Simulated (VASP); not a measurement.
# CuO (C2/c) in VASP: notebook, part 2 of 2

VASP 6.6.1. The steps go on from the part before.

## 4. Single point, r2SCAN, collinear spin, ferromagnetic start

Input file POSCAR:

```
CuO
1.0
    2.3398500000     -1.7384000000      0.0000000000
    2.3398500000      1.7384000000      0.0000000000
   -0.7694000000      0.0000000000      5.0611500000
Cu O
2 2
Direct
    0.0000000000      0.5000000000      0.0000000000
    0.5000000000      0.0000000000      0.5000000000
    0.5379000000      0.4621000000      0.2500000000
    0.4621000000      0.5379000000      0.7500000000
```

Input file INCAR.step1:

```
SYSTEM = CuO
PREC = Accurate
ENCUT = 520
ISMEAR = 0
SIGMA = 0.1
LREAL = .False.
LASPH = .True.
NELM = 150
ISPIN = 2
MAGMOM = 0.1 0.1 0 0
LMAXMIX = 4
NBANDS = 29
GGA = PE
ALGO = Normal
EDIFF = 1E-4
LWAVE = .True.
LCHARG = .False.
```

Input file INCAR.step2:

```
SYSTEM = CuO
PREC = Accurate
ENCUT = 520
EDIFF = 1E-7
ISMEAR = 0
SIGMA = 0.1
LREAL = .False.
LASPH = .True.
NELM = 150
ALGO = Normal
ISIF = 2
LWAVE = .False.
LCHARG = .True.
ISPIN = 2
MAGMOM = 0.1 0.1 0 0
LORBIT = 11
LMAXMIX = 4
METAGGA = R2SCAN
LMIXTAU = .True.
LELF = .True.
LVHAR = .True.
NBANDS = 29
ISTART = 1
```

Input file KPOINTS:

```
regular mesh
0
Gamma
  8 8 5
  0 0 0
```

Potentials or basis: VASP PAW PBE potentials, release 64 (Cu, O).

Command:

```sh
> cat potpaw_PBE.64/Cu/POTCAR potpaw_PBE.64/O/POTCAR > POTCAR
> cp INCAR.step1 INCAR
> mpirun -np 1 vasp_std > vasp.out
> cp INCAR.step2 INCAR
> mpirun -np 1 vasp_std > vasp.out
```

OUTCAR:

```text
SYSTEM = CuO
   PREC = Accurate
   ENCUT = 520
   EDIFF = 1E-7
   ISMEAR = 0
   LREAL = .False.
   LASPH = .True.
   NELM = 150
   ISIF = 2
   ISPIN = 2
   LORBIT = 11
   METAGGA = R2SCAN
   ISTART = 1

 ion  position               nearest neighbor table
   1  0.000  0.500  0.000-   3 1.89   4 1.89   4 2.00   3 2.00
   2  0.500  0.000  0.500-   4 1.89   3 1.89   4 2.00   3 2.00
   3  0.538  0.462  0.250-   2 1.89   1 1.89   2 2.00   1 2.00
   4  0.462  0.538  0.750-   1 1.89   2 1.89   2 2.00   1 2.00

  LATTYP: Found a base centered monoclinic cell.
 ALAT       =     4.6797000000
 B/A-ratio  =     0.7429536081
 C/A-ratio  =     1.0939372948
 COS(beta)  =    -0.1502940337

  Lattice vectors:

 A1 = (   2.3398500000,  -1.7384000000,   0.0000000000)
 A2 = (   2.3398500000,   1.7384000000,   0.0000000000)
 A3 = (  -0.7694000000,   0.0000000000,   5.0611500000)

Analysis of symmetry for initial positions (statically):
=====================================================================
 Subroutine PRICEL returns:
 Original cell was already a primitive cell.

 Routine SETGRP: Setting up the symmetry group for a
 base centered monoclinic supercell.

 Subroutine GETGRP returns: Found  4 space group operations
 (whereof  2 operations were pure point group operations)
 out of a pool of  4 trial point group operations.

The static configuration has the point symmetry S_2 .
 The point group associated with its full space group is C_2h.

Analysis of symmetry for dynamics (positions and initial velocities):
=====================================================================
 Subroutine PRICEL returns:
 Original cell was already a primitive cell.

 Routine SETGRP: Setting up the symmetry group for a
 base centered monoclinic supercell.

 Subroutine GETGRP returns: Found  4 space group operations
 (whereof  2 operations were pure point group operations)
 out of a pool of  4 trial point group operations.

The dynamic configuration has the point symmetry S_2 .
 The point group associated with its full space group is C_2h.

Analysis of structural, dynamic, and magnetic symmetry:
=====================================================================
 Subroutine PRICEL returns:
 Original cell was already a primitive cell.

 Routine SETGRP: Setting up the symmetry group for a
 base centered monoclinic supercell.

 Subroutine GETGRP returns: Found  4 space group operations
 (whereof  2 operations were pure point group operations)
 out of a pool of  4 trial point group operations.

The overall configuration has the point symmetry S_2 .
 The point group associated with its full space group is C_2h.

 Subroutine INISYM returns: Found  4 space group operations
 (whereof  2 operations are pure point group operations),
 and found     1 'primitive' translations

----------------------------------------------------------------------------------------

                                     Primitive cell

  volume of cell :      41.1734

  direct lattice vectors                    reciprocal lattice vectors
     2.339850000 -1.738400000  0.000000000     0.213688912 -0.287620801  0.032485156
     2.339850000  1.738400000  0.000000000     0.213688912  0.287620801  0.032485156
    -0.769400000  0.000000000  5.061150000     0.000000000  0.000000000  0.197583553

  length of vectors
     2.914949842  2.914949842  5.119298358     0.359783214  0.359783214  0.197583553

  position of ions in fractional coordinates (direct lattice)
[... 81 lines left out ...]
   ENCUT  =  520.0 eV  38.22 Ry    6.18 a.u.   5.42  5.42  9.52*2*pi/ulx,y,z
   NELM   =    150;   NELMIN=  2; NELMDL=  0     # of ELM steps
   EDIFF  = 0.1E-06   stopping-criterion for ELM
   LREAL  =      F    real-space projection
   EDIFFG = 0.1E-05   stopping-criterion for IOM
   NSW    =      0    number of steps for IOM
   IBRION =     -1    ionic relax: 0-MD 1-quasi-New 2-CG
   NFREE  =      0    steps in history (QN), initial steepest desc. (CG)
   ISIF   =      2    stress and relaxation
   ISYM   =      2    0-nonsym 1-usesym 2-fastsym
   POTIM  = 0.5000    time-step for ionic-motion
   TEBEG  =    0.0;   TEEND  =   0.0 temperature during run
   PSTRESS=    0.0 pullay stress
   NELECT =      34.0000    total number of electrons
   NUPDOWN=      -1.0000    fix difference up-down
   EMIN   =  10.00;   EMAX   =-10.00  energy-range for DOS
   EFERMI =   0.00;   METHOD = LEGACY
   ISMEAR =     0;   SIGMA  =   0.10  broadening in eV -4-tet -1-fermi 0-gaus
   EFERMI_NEDOS =   21; number of points for ismear=-14 and -15
   IALGO  =     38    algorithm
   IMIX   =      4    mixing-type and parameters
     AMIX     =   0.40;   BMIX     =  1.00
     AMIX_MAG =   1.60;   BMIX_MAG =  1.00
  volume/ion in A,a.u.               =      10.29        69.46
  Fermi-wavevector in a.u.,A,eV,Ry     =   1.535897  2.902425 32.095876  2.358980
  Thomas-Fermi vector in A             =   2.642622
   LORBIT       =     11    0 simple, 1 ext, 2 COOP (PROOUT), +10 PAW based schemes
   METAGGA = R2SCAN    functional components
   LHFCALC =     F    Hartree Fock is set to
   AEXX    =    0.0000 exact exchange contribution
   IVDW    =     0    specifies the selected vdW correction
   LEPSILON=     F    determine dielectric tensor
   LRPA    =     F    only Hartree local field effects (RPA)
 spin polarized calculation
 Gauss-broadening in eV      SIGMA  =   0.10
  energy-cutoff  :      520.00
  volume of cell :       41.17
 maximum number of plane-waves:      1141
 NGX is ok and might be reduce to    24
   NGX = 11   NGY = 11   NGZ = 19

 number of electron      34.0000016 magnetization      -0.0003751

 Free energy of the ion-electron system (eV)
  ---------------------------------------------------
  ext. energy  EPLUGINS =         0.00000000
  ---------------------------------------------------
  free energy    TOTEN  =       -36.36934366 eV

  energy without entropy =      -36.35950089  energy(sigma->0) =      -36.36442228

 E-fermi :   5.4414     XC(G=0): -12.4941

 val. band max:        5.4292958732   @ k =  -0.2500   0.3750   0.4000
 cond. band min:       5.4837165255   @ k =   0.5000   0.0000   0.2000
 fundamental gap:      0.0544206523
 Fermi energy:         5.4413898756

 spin component 1

 k-point     1 :       0.0000    0.0000    0.0000
  band No.  band energies     occupation
      1     -15.7739      1.00000
      2     -14.4215      1.00000
      3      -3.1233      1.00000
      4      -0.5258      1.00000
      5      -0.0532      1.00000
      6       1.7403      1.00000
[... 757 lines left out ...]
     28      25.5726      0.00000
     29      27.1973      0.00000

 [... further k-points ...]

 spin component 2

 k-point     1 :       0.0000    0.0000    0.0000
  band No.  band energies     occupation
      1     -15.7740      1.00000
      2     -14.4217      1.00000
      3      -3.1234      1.00000
      4      -0.5260      1.00000
      5      -0.0535      1.00000
      6       1.7402      1.00000
[... 757 lines left out ...]
     28      25.5726      0.00000
     29      27.1973      0.00000

 [... further k-points ...]
[... 5 lines left out ...]
  --------------------------------------------------------------------------------------
  -------------------------------------------------------------------------------------
  Total       -0.2192562      0.9656223      1.0239410      0.0000000      0.0000000      1.1707683
  in kB       -8.5318964     37.5751682     39.8445193      0.0000000      0.0000000     45.5579968
  external PRESSURE =      22.9625970 kB  Pullay stress =       0.0000000 kB

 VOLUME and BASIS-vectors are now :
 -----------------------------------------------------------------------------
  energy-cutoff  :      520.00
  volume of cell :       41.17
      direct lattice vectors                 reciprocal lattice vectors
     2.339850000 -1.738400000  0.000000000     0.213688912 -0.287620801  0.032485156
     2.339850000  1.738400000  0.000000000     0.213688912  0.287620801  0.032485156
    -0.769400000  0.000000000  5.061150000     0.000000000  0.000000000  0.197583553

 POSITION                                       TOTAL-FORCE (eV/Angst)
 -----------------------------------------------------------------------------------
      1.16993      0.86920      0.00000        -0.000000      0.000000      0.000000
      0.78523     -0.86920      2.53057        -0.000000      0.000000      0.000000
      2.14750     -0.13177      1.26529         0.000000     -0.430320      0.000000
      1.76280      0.13177      3.79586         0.000000      0.430320      0.000000
 -----------------------------------------------------------------------------------
    total drift:                                0.000000      0.000000     -0.000000

  FREE ENERGIE OF THE ION-ELECTRON SYSTEM (eV)
  ---------------------------------------------------
  free  energy   TOTEN  =       -36.3693436588 eV

  energy  without entropy=      -36.3595008946  energy(sigma->0) =      -36.36442228

 total charge

# of ion       s       p       d       tot
------------------------------------------
    1        0.397   0.418   9.148   9.963
    2        0.397   0.418   9.148   9.963
    3        1.581   3.421   0.000   5.002
    4        1.581   3.421   0.000   5.002
--------------------------------------------------
tot          3.956   7.677  18.296  29.929

 magnetization (x)

# of ion       s       p       d       tot
------------------------------------------
    1        0.000  -0.000  -0.000  -0.000
    2        0.000  -0.000  -0.000  -0.000
    3       -0.000  -0.000   0.000  -0.000
    4       -0.000  -0.000   0.000  -0.000
--------------------------------------------------
tot         -0.000  -0.000  -0.000  -0.000
```

It took 27 min on 1 thread of Oxide Virtual Turin-like, shared host; peak memory 0.26 GiB.

Results:

| Property | Result |
| --- | --- |
| Free energy | -36.3693 eV |
| Pressure | 2.3 GPa |
| Largest force | 0.430 eV/Å |
| Band gap on the k mesh | zero (filled and empty bands overlap) |
| Net moment | 0.00 μB per cell |
| Valence electrons inside the program's atomic spheres | Cu 9.96; O 5.00 |

Forces on the atoms (eV/Å):
```
Cu   0.000  0.000  0.000
Cu   0.000  0.000  0.000
O    0.000 -0.430  0.000
O    0.000  0.430  0.000
```

Stress tensor (GPa, compression positive):
```
-0.85  0.00  4.56
 0.00  3.76  0.00
 4.56  0.00  3.98
```

Levels at points of the mesh, in eV from the Fermi level:
Spin up:
```csv
k point,band 13,band 14,band 15,band 16,band 17,band 18,band 19,band 20,band 21,band 22
"(0.00, 0.00, 0.00)",-2.67,-2.58,-2.46,-1.97,0.22,0.99,2.09,6.67,8.47,14.58
"(0.50, 0.00, 0.00)",-2.43,-1.90,-1.76,-1.68,0.17,0.35,4.66,6.68,7.27,11.90
"(0.50, 0.50, 0.00)",-2.47,-2.44,-1.73,-1.46,-0.97,1.13,3.25,7.92,8.66,10.60
```
Spin down:
```csv
k point,band 14,band 15,band 16,band 17,band 18,band 19,band 20,band 21
"(0.00, 0.00, 0.00)",-2.58,-2.46,-1.97,0.22,0.99,2.09,6.67,8.47
"(0.50, 0.00, 0.00)",-1.90,-1.76,-1.68,0.17,0.35,4.66,6.68,7.27
"(0.50, 0.50, 0.00)",-2.44,-1.73,-1.46,-0.97,1.13,3.25,7.92,8.66
```

Caveat: the PAW data sets were made with another functional, which shifts forces and pressure a little; semilocal functionals often make such compounds metallic where correlation or magnetic order opens a gap, which also shifts bond lengths. With open d or f shells a metallic result of r2SCAN can be an artefact of self-interaction; +U or a hybrid may open a gap.

## 5. The runs side by side

```csv
fixed moment (μB),pressure (GPa),moment (μB),largest force (eV/Å)
2.64,8.9,2.64,0.55
3.52,14.4,3.52,0.42
-,2.3,0.00,0.43
```

Alike in all rows: task single point; level r2SCAN; potentials or basis VASP PAW PBE potentials, release 64 (Cu, O); spin collinear, ferromagnetic start; cell as given; k mesh 8 × 8 × 5; cutoff (eV) 520; smearing gaussian 0.1 eV.

Caveats: the PAW data sets were made with another functional, which shifts forces and pressure a little; the total moment is fixed, so each spin has its own Fermi level (some runs); semilocal functionals often make such compounds metallic where correlation or magnetic order opens a gap, which also shifts bond lengths (some runs).

Absolute energies hang on the potentials; compare differences alone.
